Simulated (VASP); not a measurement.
Set up this calculation in VASP 6.6.1, as the native input.

```
Task                   : single point
Functional             : PBEsol
Potentials or basis    : VASP PAW PBE potentials, release 64 (Cl)
Cutoff                 : 520 eV
k mesh                 : 8 × 8 × 4
Occupations            : gaussian, width 0.02 eV
Spin                   : no spin polarisation
Dipole correction      : no
Further INCAR settings : ALGO = Normal; EDIFF = 1e-07; NBANDS = 22
```

The structure of Cl lies in POSCAR:

```
Cl
1.0
    3.5220880864     -1.9530023382      0.0000000000
    3.5220880864      1.9530023382      0.0000000000
    0.0000000000      0.0000000000      8.0160330276
Cl
4
Direct
    0.8744932328      0.1255067672      0.1109901887
    0.6255067672      0.3744932328      0.6109901887
    0.1255067672      0.8744932328      0.8890098113
    0.3744932328      0.6255067672      0.3890098113
```

One way to write it, as run:

INCAR

```
ALGO     = Normal         # electronic algorithm
EDIFF    = 1E-7           # SCF threshold, eV
ENCUT    = 520            # plane-wave cutoff, eV
GGA      = PS             # functional
ISIF     = 2              # what is computed and relaxed
ISMEAR   = 0              # smearing method
LASPH    = True           # aspherical terms in the spheres
LCHARG   = False          # write CHGCAR
LREAL    = False          # projectors in reciprocal space
LWAVE    = False          # write WAVECAR
NBANDS   = 22             # bands
NELM     = 100            # most SCF steps
PREC     = Accurate       # precision mode
SIGMA    = 0.02           # smearing width, eV
```

KPOINTS

```
k-points
0
Gamma
  8 8 4
```

Potentials or basis: VASP PAW PBE potentials, release 64 (Cl).

Run with:

```sh
$ cat potpaw_PBE.64/Cl/POTCAR > POTCAR
$ mpirun -np 1 vasp_std > vasp.out
```

It gave:

- Pressure: -0.4 GPa
- Largest force: 0.134 eV/Å
- Band gap on the k mesh: 2.09 eV

Caveat: this functional lacks dispersion, which holds the molecules together, so the pressure and a relaxed volume are unreliable; the PAW data sets were made with another functional, which shifts forces and pressure a little.

Wall time 73 s on 1 thread of Intel(R) Xeon(R) 6975P-C (Granite Rapids), on a shared host, peak memory 0.26 GiB.
